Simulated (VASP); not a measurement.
Wanted: the native input for a VASP 6.6.1 run.

```
Task                   : single point
Functional             : PBE
Potentials or basis    : VASP PAW PBE potentials, release 64 (Ni)
Cutoff                 : 520 eV
k mesh                 : 17 × 17 × 17
Occupations            : gaussian, width 0.1 eV
Spin                   : collinear spin, ferromagnetic start
Starting moments       : [2.0] μB
Dipole correction      : no
Further INCAR settings : ALGO = Normal; EDIFF = 1e-06; NBANDS = 15
```

The structure of Ni lies in POSCAR:

```
Ni
1.0
   -1.3867060149      1.3867060149      1.3867060149
    1.3867060149     -1.3867060149      1.3867060149
    1.3867060149      1.3867060149     -1.3867060149
Ni
1
Direct
    0.0000000000      0.0000000000      0.0000000000
```

These files were run (other wordings do the same):

INCAR

```
SYSTEM = Ni
PREC = Accurate ; ENCUT = 520
EDIFF = 1E-6 ; ISMEAR = 0
SIGMA = 0.1 ; LREAL = .FALSE.
LASPH = .TRUE. ; NELM = 150
ALGO = Normal ; ISIF = 2
LWAVE = .FALSE. ; LCHARG = .FALSE.
ISPIN = 2 ; MAGMOM = 2
LORBIT = 11 ; LMAXMIX = 4
GGA = PE ; NBANDS = 15
```

KPOINTS

```
regular mesh
0
G
  17 17 17
  0 0 0
```

Potentials or basis: VASP PAW PBE potentials, release 64 (Ni).

Launch:

```sh
$ cat potpaw_PBE.64/Ni/POTCAR > POTCAR
$ mpirun -np 1 vasp_std > vasp.out
```

It gave:

- Pressure: 5.9 GPa
- Net moment: 0.52 μB per cell
- Site moments: Ni +0.53 μB
- Valence electrons inside the program's atomic spheres: Ni 9.35

Run time: 20 s on 1 thread of Intel(R) Xeon(R) 6975P-C (Granite Rapids), with other jobs on the host, peak memory 0.15 GiB.
